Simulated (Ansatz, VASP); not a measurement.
# One calculation of InGa3P4, two programs

INCAR

```
ALGO = Normal ; EDIFF = 1E-7
ENCUT = 520 ; GGA = PE
ISIF = 2 ; ISMEAR = 0
LASPH = T ; LCHARG = F
LREAL = F ; LWAVE = F
NBANDS = 46 ; NELM = 80
PREC = Accurate ; SIGMA = 0.01
```

File KPOINTS:

```
k-points
0
Gamma
  4 4 4
```

POSCAR

```
InGa3P4
1.0
    5.7304904879      0.0000000000      0.0000000000
    0.0000000000      5.7304904879      0.0000000000
    0.0000000000      0.0000000000      5.7304904879
Ga P In
3 4 1
Direct
    0.5000000000      0.0000000000      0.0000000000
    0.0000000000      0.5000000000      0.0000000000
    0.0000000000      0.0000000000      0.5000000000
    0.7600012713      0.2399987287      0.2399987287
    0.2399987287      0.7600012713      0.2399987287
    0.2399987287      0.2399987287      0.7600012713
    0.7600012713      0.7600012713      0.7600012713
    0.5000000000      0.5000000000      0.5000000000
```

Input for Ansatz:

```yaml
crystal:
  lattice:
    - [5.7304904879, 0.0, 0.0]
    - [0.0, 5.7304904879, 0.0]
    - [0.0, 0.0, 5.7304904879]
  atoms:
    - { symbol: Ga, position: [0.5, 0.0, 0.0] }
    - { symbol: P, position: [0.7600012713, 0.2399987287, 0.2399987287] }
    - { symbol: Ga, position: [0.0, 0.5, 0.0] }
    - { symbol: P, position: [0.2399987287, 0.7600012713, 0.2399987287] }
    - { symbol: Ga, position: [0.0, 0.0, 0.5] }
    - { symbol: P, position: [0.2399987287, 0.2399987287, 0.7600012713] }
    - { symbol: In, position: [0.5, 0.5, 0.5] }
    - { symbol: P, position: [0.7600012713, 0.7600012713, 0.7600012713] }
kpoints:
  mp_grid: { grid: [4, 4, 4] }
hamiltonian:
  xc: pbe
scf:
  occupations: { method: fixed }
  n_extra_bands: 6
output:
  forces: true
  stress: true
  eigenvalues: true
```

Alike in both runs: task single point; functional PBE; k mesh 4 × 4 × 4; no spin polarisation.

|  | VASP | Ansatz |
| --- | --- | --- |
| version | VASP 6.6.1 | Ansatz 0.2.0 |
| potentials or method | VASP PAW PBE potentials, release 64 (Ga_d, P, In_d) | plane waves, PAW |
| plane-wave cutoff (eV) | 520 | 420 |
| occupations | gaussian, width 0.01 eV | fixed |
| valence electrons in the cell | 72 | 72 |

```tsv
	VASP	Ansatz	Ansatz less VASP
gap on the k mesh at the Fermi level (eV)	0.68	0.68	+0.004
pressure (GPa)	-3.7	-3.7	0.00
rms of the force components (eV/Å)	0.023	0.021	-0.0015
```
